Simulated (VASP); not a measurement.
Wanted: the native input for a VASP 6.6.1 run.

```
Task                   : electric field gradients
Functional             : PBEsol
Potentials or basis    : VASP PAW PBE potentials, release 64 (Ta_pv)
Cutoff                 : 520 eV
k mesh                 : 15 × 15 × 15
Occupations            : fermi-dirac, width 0.05 eV
Spin                   : no spin polarisation
Dipole correction      : no
Further INCAR settings : ALGO = Normal; EDIFF = 1e-08; NBANDS = 12
```

The structure of Ta lies in POSCAR:

```
Ta
1.0
   -1.6567660204      1.6567660204      1.6567660204
    1.6567660204     -1.6567660204      1.6567660204
    1.6567660204      1.6567660204     -1.6567660204
Ta
1
Direct
    0.0000000000      0.0000000000      0.0000000000
```

This cell differs from its parent crystal: volume scaled by 1.01.

These files were run (other wordings do the same):

INCAR

```
SYSTEM = Ta
  PREC = Accurate
  ENCUT = 520
  EDIFF = 1E-8
  ISMEAR = -1
  SIGMA = 0.05
  LREAL = .FALSE.
  LASPH = .TRUE.
  NELM = 100
  ALGO = Normal
  ISIF = 2
  LWAVE = .FALSE.
  LCHARG = .FALSE.
  GGA = PS
  LEFG = .TRUE.
  NBANDS = 12
```

KPOINTS

```
Automatic mesh
0
G
  15 15 15
  0 0 0
```

Potentials or basis: VASP PAW PBE potentials, release 64 (Ta_pv).

Run with:

```bash
$ cat potpaw_PBE.64/Ta_pv/POTCAR > POTCAR
$ mpirun -np 1 vasp_std > vasp.out
```

It gave:

| Item | Value |
| --- | --- |
| Pressure | -5.8 GPa |

Caveat: without QUAD_EFG the Cq values of the log hold for a quadrupole moment of 1 mb, not for the nuclei; the PAW data sets were made with another functional, which shifts forces and pressure a little.

It took 12 s on 1 thread of Intel(R) Xeon(R) Platinum 8488C (Sapphire Rapids), on a shared host, peak memory 0.16 GiB.
